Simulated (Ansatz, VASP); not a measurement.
Two plane-wave programs on MgSe

File INCAR:

```
PREC = Accurate
ENCUT = 600
EDIFF = 1E-6
ISMEAR = -1
SIGMA = 0.02
LREAL = F
LASPH = T
NELM = 120
ALGO = Normal
ISIF = 2
LWAVE = F
LCHARG = T
GGA = PE
LELF = T
LVHAR = T
NBANDS = 11
GGA_COMPAT = F
```

Contents of KPOINTS:

```
regular mesh
0
Gamma
  8 8 8
```

The input POSCAR:

```
MgSe
1.0
    0.0000000000      2.7089066825      2.7089066825
    2.7089066825      0.0000000000      2.7089066825
    2.7089066825      2.7089066825      0.0000000000
Mg Se
1 1
Direct
    0.0000000000      0.0000000000      0.0000000000
    0.5000000000      0.5000000000      0.5000000000
```

Input for Ansatz:

```yaml
crystal:
  lattice:
    - [0.0, 2.7089066825, 2.7089066825]
    - [2.7089066825, 0.0, 2.7089066825]
    - [2.7089066825, 2.7089066825, 0.0]
  atoms:
    - { symbol: Mg, position: [0.0, 0.0, 0.0] }
    - { symbol: Se, position: [0.5, 0.5, 0.5] }
kpoints:
  mp_grid: { grid: [8, 8, 8] }
  band_path:
    path:
      - [0.0, 0.0, 0.0]
      - [0.5, 0.0, 0.5]
      - [0.625, 0.25, 0.625]
      - [0.375, 0.375, 0.75]
      - [0.5, 0.5, 0.5]
      - [0.5, 0.25, 0.75]
      - [0.0, 0.5, 0.5]
    npoints: 1
hamiltonian:
  xc: pbe
scf:
  occupations: { method: fermi_dirac, width: 0.02 }
  n_extra_bands: 4
output:
  forces: true
  stress: true
  eigenvalues: true
```

Change from the starting cell: hydrostatic strain -1.0%.

Alike in both runs: task single point; functional PBE; k mesh 8 × 8 × 8; occupations fermi-dirac, width 0.02 eV; no spin polarisation.

```csv
,VASP,Ansatz
version,VASP 6.6.1,Ansatz 0.2.0
potentials or method,"VASP PAW PBE potentials, release 64 (Mg, Se)","plane waves, PAW"
plane-wave cutoff (eV),600,420
valence electrons in the cell,8,26
```

Ansatz gave:

| Item | Value |
| --- | --- |
| gap on the k mesh at the Fermi level (eV) | 1.86 |
| pressure (GPa) | 3.3 |

Q: Estimate VASP's values.

A: gap on the k mesh at the Fermi level (eV): 1.83; pressure (GPa): 3.2.

VASP's potentials hold 8 valence electrons a cell and Ansatz's 26, so a difference there can come from the potentials and not from the codes.
